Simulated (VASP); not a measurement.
Wanted: the native input for a VASP 6.6.1 run.

```yaml
Task: single point
Functional: PBE
Potentials_or_basis: VASP PAW PBE potentials, release 64 (Ta_sv_GW, N)
Cutoff: 700 eV
k_mesh: 6 × 6 × 4
Occupations: gaussian, width 0.1 eV
Spin: no spin polarisation
Dipole_correction: no
Further_INCAR_settings: ALGO = Normal; EDIFF = 1e-06; NBANDS = 30
```

The structure of Ta3N lies in POSCAR:

```
Ta3N
1.0
    5.3356437882      0.0000000035      0.0000000000
   -2.6678218971      4.6208030644      0.0000000000
    0.0000000000      0.0000000000      2.9223652142
Ta N
3 1
Direct
    0.6384299545      0.0000000000      0.5000000000
    0.0000000000      0.6384299545      0.5000000000
    0.3615700455      0.3615700455      0.5000000000
    0.0000000000      0.0000000000      0.5000000000
```

The cell was generated, and may not be a known phase.

The input as run:

INCAR

```
SYSTEM = Ta3N
PREC = Accurate
ENCUT = 700
EDIFF = 1E-6
ISMEAR = 0
SIGMA = 0.1
LREAL = .FALSE.
LASPH = .TRUE.
NELM = 120
ALGO = Normal
ISIF = 2
LWAVE = .FALSE.
LCHARG = .FALSE.
GGA = PE
NBANDS = 30
GGA_COMPAT = .FALSE.
```

KPOINTS

```
regular mesh
0
G
  6 6 4
  0 0 0
```

Potentials or basis: VASP PAW PBE potentials, release 64 (Ta_sv_GW, N).

Command:

```bash
$ cat potpaw_PBE.64/Ta_sv_GW/POTCAR potpaw_PBE.64/N/POTCAR > POTCAR
$ mpirun -np 1 vasp_std > vasp.out
```

Results of the run:

| Property | Result |
| --- | --- |
| Pressure | -0.1 GPa |
| Largest force | 0.045 eV/Å |
| Band gap on the k mesh | zero (bands 22 and 23 overlap by 1.82 eV) |

Caveat: the k points lie up to 0.54 Å⁻¹ apart, too coarse for converged energies and pressures of a metal; spin-orbit coupling is left out, which moves the levels of the heavy elements.

It took 34 s on 1 thread of Intel(R) Xeon(R) 6975P-C (Granite Rapids), on a shared host, peak memory 0.27 GiB.
